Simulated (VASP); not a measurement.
# K (Cmce) in VASP: single point with PBEsol

Aim: the single point of K with PBEsol.

All numbers are computed with VASP 6.6.1; they aren't measurements. Logs are shortened: lines on timing, memory, paths and dates and some standing lists are left out, and cuts for length are marked.

## 1. The cell of the first run

It takes space group Cmce (No. 64, orthorhombic). The conventional cell has a = 6.771 Å, b = 6.188 Å, c = 13.576 Å, α = 90.00°, β = 90.00°, γ = 90.00°.

## 2. Single point, PBEsol

File INCAR:

```
SYSTEM = K
PREC = Accurate
ENCUT = 520
EDIFF = 1E-6
ISMEAR = 0
SIGMA = 0.1
LREAL = .False.
LASPH = .True.
NELM = 100
ALGO = Normal
ISIF = 2
LWAVE = .False.
LCHARG = .True.
GGA = PS
LELF = .True.
LVHAR = .True.
NBANDS = 26
```

File KPOINTS:

```
Automatic mesh
0
Gamma
  10 10 4
  0 0 0
```

File POSCAR:

```
K
1.0
    3.3857372642     -3.0939119900      0.0000000000
    3.3857372642      3.0939119900      0.0000000000
    0.0000000000      0.0000000000     13.5756012767
K
4
Direct
    0.7489387999      0.2510612001      0.1253732254
    0.7510612001      0.2489387999      0.6253732254
    0.2510612001      0.7489387999      0.8746267746
    0.2489387999      0.7510612001      0.3746267746
```

Potentials or basis: VASP PAW PBE potentials, release 64 (K_sv).

The run is started by

```console
> cat potpaw_PBE.64/K_sv/POTCAR > POTCAR
> mpirun -np 1 vasp_std > vasp.out
```

OUTCAR:

```text
SYSTEM = K
   PREC = Accurate
   ENCUT = 520
   EDIFF = 1E-6
   ISMEAR = 0
   LREAL = .False.
   LASPH = .True.
   NELM = 100
   ISIF = 2
   GGA = PS

 ion  position               nearest neighbor table
   1  0.749  0.251  0.125-
   2  0.751  0.249  0.625-
   3  0.251  0.749  0.875-
   4  0.249  0.751  0.375-

  LATTYP: Found a base centered orthorhombic cell.
 ALAT       =     6.1878239800
 B/A-ratio  =     1.0943224226
 C/A-ratio  =     2.1939216953

  Lattice vectors:

 A1 = (  -3.3857372642,  -3.0939119900,   0.0000000000)
 A2 = (   3.3857372642,  -3.0939119900,   0.0000000000)
 A3 = (   0.0000000000,   0.0000000000,  13.5756012767)

Analysis of symmetry for initial positions (statically):
=====================================================================
 Subroutine PRICEL returns:
 Original cell was already a primitive cell.

 Routine SETGRP: Setting up the symmetry group for a
 base centered orthorhombic supercell.

 Subroutine GETGRP returns: Found  8 space group operations
 (whereof  4 operations were pure point group operations)
 out of a pool of  8 trial point group operations.

The static configuration has the point symmetry C_2h.
 The point group associated with its full space group is D_2h.

Analysis of symmetry for dynamics (positions and initial velocities):
=====================================================================
 Subroutine PRICEL returns:
 Original cell was already a primitive cell.

 Routine SETGRP: Setting up the symmetry group for a
 base centered orthorhombic supercell.

 Subroutine GETGRP returns: Found  8 space group operations
 (whereof  4 operations were pure point group operations)
 out of a pool of  8 trial point group operations.

The dynamic configuration has the point symmetry C_2h.
 The point group associated with its full space group is D_2h.

 Subroutine INISYM returns: Found  8 space group operations
 (whereof  4 operations are pure point group operations),
 and found     1 'primitive' translations

----------------------------------------------------------------------------------------

                                     Primitive cell

[... 89 lines left out ...]
   LNONCOLLINEAR =      F non collinear calculations
   LSORBIT =      F    spin-orbit coupling
   LASPH  =      T    aspherical Exc in radial PAW
   ENCUT  =  520.0 eV  38.22 Ry    6.18 a.u.   8.53  8.53 25.24*2*pi/ulx,y,z
   NELM   =    100;   NELMIN=  2; NELMDL= -5     # of ELM steps
   EDIFF  = 0.1E-05   stopping-criterion for ELM
   LREAL  =      F    real-space projection
   EDIFFG = 0.1E-04   stopping-criterion for IOM
   NSW    =      0    number of steps for IOM
   IBRION =     -1    ionic relax: 0-MD 1-quasi-New 2-CG
   NFREE  =      0    steps in history (QN), initial steepest desc. (CG)
   ISIF   =      2    stress and relaxation
   ISYM   =      2    0-nonsym 1-usesym 2-fastsym
   POTIM  = 0.5000    time-step for ionic-motion
   TEBEG  =    0.0;   TEEND  =   0.0 temperature during run
   PSTRESS=    0.0 pullay stress
   NELECT =      36.0000    total number of electrons
   NUPDOWN=      -1.0000    fix difference up-down
   EMIN   =  10.00;   EMAX   =-10.00  energy-range for DOS
   EFERMI =   0.00;   METHOD = LEGACY
   ISMEAR =     0;   SIGMA  =   0.10  broadening in eV -4-tet -1-fermi 0-gaus
   EFERMI_NEDOS =   21; number of points for ismear=-14 and -15
   IALGO  =     38    algorithm
   IMIX   =      4    mixing-type and parameters
     AMIX     =   0.40;   BMIX     =  1.00
     AMIX_MAG =   1.60;   BMIX_MAG =  1.00
  volume/ion in A,a.u.               =      71.10       479.83
  Fermi-wavevector in a.u.,A,eV,Ry     =   0.821976  1.553309  9.192692  0.675644
  Thomas-Fermi vector in A             =   1.933229
   LORBIT       =      0    0 simple, 1 ext, 2 COOP (PROOUT), +10 PAW based schemes
   GGA     = PS    functional components
   LHFCALC =     F    Hartree Fock is set to
   AEXX    =    0.0000 exact exchange contribution
   IVDW    =     0    specifies the selected vdW correction
   LEPSILON=     F    determine dielectric tensor
   LRPA    =     F    only Hartree local field effects (RPA)
 non-spin polarized calculation
 Gauss-broadening in eV      SIGMA  =   0.10
  energy-cutoff  :      520.00
  volume of cell :      284.41
 maximum number of plane-waves:      7718
 NGX is ok and might be reduce to    36
   NGX = 17   NGY = 17   NGZ = 51

 number of electron      36.0000001 magnetization

 Free energy of the ion-electron system (eV)
  ---------------------------------------------------
  ext. energy  EPLUGINS =         0.00000000
  ---------------------------------------------------
  free energy    TOTEN  =        -4.53750970 eV

  energy without entropy =       -4.52149523  energy(sigma->0) =       -4.52950246

 E-fermi :  -0.1038     XC(G=0):  -5.7810

 val. band max:       -0.1174579826   @ k =  -0.4000   0.1000   0.0000
 cond. band min:      -0.0986736750   @ k =   0.4000   0.3000   0.2500
 fundamental gap:      0.0187843076
 Fermi energy:        -0.1037798274

 k-point     1 :       0.0000    0.0000    0.0000
  band No.  band energies     occupation
      1     -32.0631      2.00000
      2     -32.0604      2.00000
      3     -32.0603      2.00000
      4     -32.0576      2.00000
      5     -15.6433      2.00000
      6     -15.6086      2.00000
[... 685 lines left out ...]
     25       2.4268      0.00000
     26       2.5327      0.00000

 [... further k-points ...]

------------------------ aborting loop because EDIFF is reached ----------------------------------------

  FORCE on cell =-STRESS in cart. coord.  units (eV):
  Direction    XX          YY          ZZ          XY          YZ          ZX
  --------------------------------------------------------------------------------------
  -------------------------------------------------------------------------------------
  Total       -0.0371610      0.0337311     -0.0490652      0.0000000      0.0000000      0.0000000
  in kB       -0.2093379      0.1900161     -0.2763975      0.0000000      0.0000000      0.0000000
  external PRESSURE =      -0.0985731 kB  Pullay stress =       0.0000000 kB

 VOLUME and BASIS-vectors are now :
 -----------------------------------------------------------------------------
  energy-cutoff  :      520.00
  volume of cell :      284.41
      direct lattice vectors                 reciprocal lattice vectors
     3.385737264 -3.093911990  0.000000000     0.147678323 -0.161607700  0.000000000
     3.385737264  3.093911990  0.000000000     0.147678323  0.161607700  0.000000000
     0.000000000  0.000000000 13.575601277     0.000000000  0.000000000  0.073661562

 POSITION                                       TOTAL-FORCE (eV/Angst)
 -----------------------------------------------------------------------------------
      3.38574     -1.54039      1.70202         0.000000     -0.001521     -0.004642
      3.38574     -1.55352      8.48982         0.000000      0.001521     -0.004642
      3.38574      1.54039     11.87358         0.000000      0.001521      0.004642
      3.38574      1.55352      5.08578         0.000000     -0.001521      0.004642
 -----------------------------------------------------------------------------------
    total drift:                               -0.000000     -0.000000     -0.000000

  FREE ENERGIE OF THE ION-ELECTRON SYSTEM (eV)
  ---------------------------------------------------
  free  energy   TOTEN  =        -4.5375096992 eV

  energy  without entropy=       -4.5214952285  energy(sigma->0) =       -4.52950246
```

OSZICAR:

```text
N       E                     dE             d eps       ncg     rms          rms(c)
DAV:   1     0.261627024413E+03    0.26163E+03   -0.15227E+04  4884   0.111E+03
DAV:   2     0.169613013359E+02   -0.24467E+03   -0.24047E+03  5608   0.323E+02
DAV:   3    -0.349501347668E+01   -0.20456E+02   -0.20268E+02  7606   0.696E+01
DAV:   4    -0.449704542990E+01   -0.10020E+01   -0.99918E+00  6728   0.146E+01
DAV:   5    -0.454641731154E+01   -0.49372E-01   -0.49361E-01  7030   0.264E+00    0.405E+00
DAV:   6    -0.453921438499E+01    0.72029E-02   -0.22784E-02  6410   0.836E-01    0.260E+00
DAV:   7    -0.453747186507E+01    0.17425E-02   -0.26674E-02  6602   0.807E-01    0.202E-01
DAV:   8    -0.453746242056E+01    0.94445E-05   -0.33860E-03  6294   0.372E-01    0.683E-02
DAV:   9    -0.453748980517E+01   -0.27385E-04   -0.11872E-04  7658   0.479E-02    0.341E-02
DAV:  10    -0.453750861589E+01   -0.18811E-04   -0.28411E-05  5978   0.315E-02    0.633E-03
DAV:  11    -0.453751111786E+01   -0.25020E-05   -0.17865E-06  4062   0.122E-02    0.508E-03
DAV:  12    -0.453750982246E+01    0.12954E-05   -0.44080E-07  3068   0.410E-03    0.112E-03
DAV:  13    -0.453750969916E+01    0.12330E-06   -0.10091E-07  2926   0.177E-03
   1 F= -.45375097E+01 E0= -.45295025E+01  d E =-.160145E-01
```

stdout:

```text
POSCAR found type information on POSCAR K
 POSCAR found :  1 types and       4 ions
 scaLAPACK will be used
 -----------------------------------------------------------------------------
|                                                                             |
|                                                                             |
|     You enforced a specific xc type in the INCAR file but a different       |
|     I HOPE YOU KNOW WHAT YOU ARE DOING!                                     |
|                                                                             |
 -----------------------------------------------------------------------------

 LDA part: xc-table for (Slater+PW92), standard interpolation
 POSCAR, INCAR and KPOINTS ok, starting setup
 FFT: planning ... GRIDC
 FFT: planning ... GRID_SOFT
 FFT: planning ... GRID
 WAVECAR not read
 entering main loop
```

Run time: 5.7 min. Hardware: 1 thread of Intel Xeon 6975P-C (Granite Rapids), shared host; peak memory 0.69 GiB.

Results:

```yaml
Free_energy: -4.5375 eV
Pressure: 0.0 GPa
Largest_force: 0.005 eV/Å
Band_gap_on_the_k_mesh: zero (band 18 reaches 1.08 eV, above the bottom of band 19 at -1.39 eV)
```

Forces on the atoms (eV/Å):
```
K    0.000 -0.002 -0.005
K    0.000  0.002 -0.005
K    0.000  0.002  0.005
K    0.000 -0.002  0.005
```

Caveat: the PAW data sets were made with another functional, which shifts forces and pressure a little.
